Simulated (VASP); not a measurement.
# W16Cl in VASP: single point with PBE

Aim: the single point of W16Cl with PBE.

Everything below comes from runs of VASP 6.6.1. Logs are shortened: lines on timing, memory, paths and dates and some standing lists are left out, and cuts for length are marked.

## Step 1: The cell of the first run

The cell holds a slab with vacuum, 17 atoms: a = 6.367 Å, b = 6.367 Å, c = 20.143 Å, α = 90.00°, β = 90.00°, γ = 90.00°.

## Step 2: Single point, PBE

Contents of INCAR:

```
  PREC = Accurate
  ENCUT = 520
  EDIFF = 1E-7
  ISMEAR = 0
  SIGMA = 0.1
  LREAL = Auto
  LASPH = T
  NELM = 80
  ALGO = Fast
  ISIF = 2
  LWAVE = F
  LCHARG = F
  LDIPOL = T
  IDIPOL = 3
  DIPOL = 0.5 0.5 0.329
  GGA = PE
  NBANDS = 130
```

Contents of KPOINTS:

```
Automatic mesh
0
Gamma
  4 4 1
```

Contents of POSCAR:

```
W16Cl
1.0
    6.3673983380      0.0000000000      0.0000000000
    0.0000000000      6.3673983380      0.0000000000
    0.0000000000      0.0000000000     20.1425770443
W Cl
16 1
Direct
    0.2500000000      0.2500000000      0.1985843217
    0.2500000000      0.7500000000      0.1985843217
    0.7500000000      0.2500000000      0.1985843217
    0.7500000000      0.7500000000      0.1985843217
    0.0000000000      0.0000000000      0.2776134142
    0.0000000000      0.5000000000      0.2776134142
    0.5000000000      0.0000000000      0.2776134142
    0.5000000000      0.5000000000      0.2776134142
    0.2500000000      0.2500000000      0.3599451664
    0.2500000000      0.7500000000      0.3599451664
    0.7500000000      0.2500000000      0.3599451664
    0.7500000000      0.7500000000      0.3599451664
    0.0000000000      0.0000000000      0.4290700751
    0.0000000000      0.5000000000      0.4290700751
    0.5000000000      0.0000000000      0.4290700751
    0.5000000000      0.5000000000      0.4290700751
    0.1250000000      0.1875000000      0.5273403659
```

Potentials or basis: VASP PAW PBE potentials, release 64 (W_sv, Cl).

Run with:

```sh
$ cat potpaw_PBE.64/W_sv/POTCAR potpaw_PBE.64/Cl/POTCAR > POTCAR
$ mpirun -np 1 vasp_std > vasp.out
```

OUTCAR:

```text
PREC = Accurate
   ENCUT = 520
   EDIFF = 1E-7
   ISMEAR = 0
   LREAL = Auto
   LASPH = T
   NELM = 80
   ISIF = 2
   GGA = PE

 ion  position               nearest neighbor table
   1  0.250  0.250  0.199-   5 2.76   6 2.76   7 2.76   8 2.76   2 3.18   3 3.18   2 3.18   3 3.18
                             9 3.25
   2  0.250  0.750  0.199-   5 2.76   6 2.76   7 2.76   8 2.76   1 3.18   4 3.18   1 3.18   4 3.18
                            10 3.25
   3  0.750  0.250  0.199-   5 2.76   6 2.76   7 2.76   8 2.76   1 3.18   4 3.18   4 3.18   1 3.18
                            11 3.25
   4  0.750  0.750  0.199-   5 2.76   6 2.76   7 2.76   8 2.76   2 3.18   3 3.18   3 3.18   2 3.18
                            12 3.25
   5  0.000  0.000  0.278-   1 2.76   2 2.76   3 2.76   4 2.76   9 2.80  10 2.80  11 2.80  12 2.80
                            13 3.05   7 3.18   6 3.18   6 3.18   7 3.18
   6  0.000  0.500  0.278-   1 2.76   2 2.76   3 2.76   4 2.76   9 2.80  10 2.80  11 2.80  12 2.80
                            14 3.05   8 3.18   5 3.18   5 3.18   8 3.18
   7  0.500  0.000  0.278-   1 2.76   2 2.76   3 2.76   4 2.76   9 2.80  10 2.80  11 2.80  12 2.80
                            15 3.05   8 3.18   5 3.18   8 3.18   5 3.18
   8  0.500  0.500  0.278-   1 2.76   2 2.76   3 2.76   4 2.76   9 2.80  10 2.80  11 2.80  12 2.80
                            16 3.05   7 3.18   6 3.18   7 3.18   6 3.18
   9  0.250  0.250  0.360-  13 2.65  14 2.65  15 2.65  16 2.65   5 2.80   6 2.80   7 2.80   8 2.80
                            10 3.18  11 3.18  10 3.18  11 3.18   1 3.25
  10  0.250  0.750  0.360-  13 2.65  14 2.65  15 2.65  16 2.65   5 2.80   6 2.80   7 2.80   8 2.80
                             9 3.18  12 3.18   9 3.18  12 3.18   2 3.25
  11  0.750  0.250  0.360-  13 2.65  14 2.65  15 2.65  16 2.65   5 2.80   6 2.80   7 2.80   8 2.80
                             9 3.18  12 3.18  12 3.18   9 3.18   3 3.25
  12  0.750  0.750  0.360-  13 2.65  14 2.65  15 2.65  16 2.65   5 2.80   6 2.80   7 2.80   8 2.80
                            10 3.18  11 3.18  11 3.18  10 3.18   4 3.25
  13  0.000  0.000  0.429-  17 2.44  10 2.65  11 2.65  12 2.65   9 2.65   5 3.05  15 3.18  14 3.18
                            14 3.18  15 3.18
  14  0.000  0.500  0.429-   9 2.65  10 2.65  11 2.65  12 2.65  17 2.92   6 3.05  16 3.18  13 3.18
                            13 3.18  16 3.18
  15  0.500  0.000  0.429-   9 2.65  10 2.65  11 2.65  12 2.65   7 3.05  13 3.18  16 3.18  16 3.18
                            13 3.18
  16  0.500  0.500  0.429-   9 2.65  10 2.65  11 2.65  12 2.65   8 3.05  14 3.18  15 3.18  15 3.18
                            14 3.18
  17  0.125  0.188  0.527-  13 2.44  14 2.92

  LATTYP: Found a simple tetragonal cell.
 ALAT       =     6.3673983380
 C/A-ratio  =     3.1633920127

  Lattice vectors:

 A1 = (   6.3673983380,   0.0000000000,   0.0000000000)
 A2 = (   0.0000000000,   6.3673983380,   0.0000000000)
 A3 = (   0.0000000000,   0.0000000000,  20.1425770443)

Analysis of symmetry for initial positions (statically):
=====================================================================
 Subroutine PRICEL returns:
[... 162 lines left out ...]
   LORBIT       =      0    0 simple, 1 ext, 2 COOP (PROOUT), +10 PAW based schemes
   GGA     = PE    functional components
   LHFCALC =     F    Hartree Fock is set to
   AEXX    =    0.0000 exact exchange contribution
   IVDW    =     0    specifies the selected vdW correction
   LEPSILON=     F    determine dielectric tensor
   LRPA    =     F    only Hartree local field effects (RPA)
 non-spin polarized calculation
 RMM-DIIS sequential band-by-band and
 Gauss-broadening in eV      SIGMA  =   0.10
  energy-cutoff  :      520.00
  volume of cell :      816.66
 maximum number of plane-waves:     22040
   NGX = 23   NGY = 23   NGZ = 75

 dipolmoment           0.000000      0.000000     -0.124263 electrons x Angstroem

 number of electron     230.9999963 magnetization

 dipolmoment           0.000000      0.000000      0.065599 electrons x Angstroem

 Free energy of the ion-electron system (eV)
  ---------------------------------------------------
  ext. energy  EPLUGINS =         0.00000000
  ---------------------------------------------------
  free energy    TOTEN  =      -190.60050142 eV

  energy without entropy =     -190.47926804  energy(sigma->0) =     -190.53988473

 E-fermi :   0.8393     XC(G=0):  -5.6401

 val. band max:        0.8387270048   @ k =   0.5000   0.5000   0.0000
 cond. band min:       0.8484217822   @ k =   0.5000   0.0000   0.0000
 fundamental gap:      0.0096947774
 Fermi energy:         0.8392898028

 k-point     1 :       0.0000    0.0000    0.0000
  band No.  band energies     occupation
      1     -73.0427      2.00000
      2     -72.9849      2.00000
      3     -72.9776      2.00000
      4     -72.9755      2.00000
      5     -72.9740      2.00000
      6     -72.9594      2.00000
[... 1289 lines left out ...]
    126       2.1857      0.00000
    127       2.2678      0.00000
 [bands above 127 left out]

------------------------ aborting loop because EDIFF is reached ----------------------------------------

 vacuum level on the upper side and lower side of the slab       (xc-potential included)         0.049        -0.257

  FORCE on cell =-STRESS in cart. coord.  units (eV):
  Direction    XX          YY          ZZ          XY          YZ          ZX
  --------------------------------------------------------------------------------------
  -------------------------------------------------------------------------------------
  Total      -22.9426100    -24.8817111    -10.4953810      0.7780500      0.5508358      0.0383488
  in kB      -45.0105513    -48.8148268    -20.5906340      1.5264374      1.0806715      0.0752357
  external PRESSURE =     -38.1386707 kB  Pullay stress =       0.0000000 kB

 VOLUME and BASIS-vectors are now :
 -----------------------------------------------------------------------------
  energy-cutoff  :      520.00
  volume of cell :      816.66
      direct lattice vectors                 reciprocal lattice vectors
     6.367398338  0.000000000  0.000000000     0.157050014  0.000000000  0.000000000
     0.000000000  6.367398338  0.000000000     0.000000000  0.157050014  0.000000000
     0.000000000  0.000000000 20.142577044     0.000000000  0.000000000  0.049646080

 POSITION                                       TOTAL-FORCE (eV/Angst)
 -----------------------------------------------------------------------------------
      1.59185      1.59185      4.00000         0.045338      0.017043      2.062867
      1.59185      4.77555      4.00000         0.004921      0.001681      1.962899
      4.77555      1.59185      4.00000        -0.012390      0.001424      1.964480
      4.77555      4.77555      4.00000        -0.001171      0.004981      2.028389
      0.00000      0.00000      5.59185        -0.056034     -0.081365     -1.959235
      0.00000      3.18370      5.59185        -0.050236      0.049805     -1.966166
[... 9 lines left out ...]
      3.18370      3.18370      8.64258        -0.186347     -0.179579      0.096487
      0.79592      1.19389     10.62199        -0.182747      0.146501      0.009402
 -----------------------------------------------------------------------------------
    total drift:                               -0.000089     -0.000070      0.008726

  FREE ENERGIE OF THE ION-ELECTRON SYSTEM (eV)
  ---------------------------------------------------
  free  energy   TOTEN  =      -190.6005014165 eV

  energy  without entropy=     -190.4792680383  energy(sigma->0) =     -190.53988473

 vacuum level on the upper side and lower side of the slab         5.221         4.900
```

OSZICAR:

```text
N       E                     dE             d eps       ncg     rms          rms(c)
DAV:   1     0.292459998927E+04    0.29246E+04   -0.14227E+05  3296   0.168E+03
DAV:   2    -0.502592697342E+02   -0.29749E+04   -0.29351E+04  2940   0.520E+02
DAV:   3    -0.198355804558E+03   -0.14810E+03   -0.14383E+03  3246   0.110E+02
[... 28 lines left out ...]
RMM:  32    -0.190600493560E+03   -0.11684E-04   -0.11761E-06  2532   0.118E-03    0.952E-04
RMM:  33    -0.190600499219E+03   -0.56594E-05   -0.54089E-07  1986   0.771E-04    0.553E-04
RMM:  34    -0.190600500599E+03   -0.13805E-05   -0.23085E-07  1257   0.460E-04    0.340E-04
RMM:  35    -0.190600501227E+03   -0.62705E-06   -0.12985E-07  1273   0.387E-04    0.429E-04
RMM:  36    -0.190600501400E+03   -0.17353E-06   -0.75538E-08  1004   0.298E-04    0.140E-04
RMM:  37    -0.190600501416E+03   -0.16385E-07   -0.39942E-08   811   0.258E-04
   1 F= -.19060050E+03 E0= -.19053988E+03  d E =-.121233E+00
```

Run time: 78 min. Hardware: 1 thread of Oxide Virtual Turin-like, shared host; peak memory 1.1 GiB.

What came out:

| Item | Value |
| --- | --- |
| Free energy | -190.6005 eV |
| Largest force | 2.180 eV/Å |
| Band gap on the k mesh | zero (an odd number of electrons rules out a gap without spin polarisation) |

Forces on the atoms (eV/Å):
```
W    0.045  0.017  2.063
W    0.005  0.002  1.963
W   -0.012  0.001  1.964
W   -0.001  0.005  2.028
W   -0.056 -0.081 -1.959
W   -0.050  0.050 -1.966
W   -0.005 -0.059 -2.053
W    0.025  0.047 -2.179
W    0.374  0.163 -0.782
W    0.088 -0.055 -0.151
W   -0.099  0.020 -0.220
W   -0.583 -0.304 -0.316
W    0.264  0.082  0.903
W    0.401 -0.077  0.528
W   -0.026  0.223  0.072
W   -0.186 -0.180  0.096
Cl  -0.183  0.147  0.009
```

Caveat: spin-orbit coupling is left out, which moves the levels of the heavy elements; an odd number of electrons without spin polarisation forces a metal; a magnetic or distorted state may lie lower.
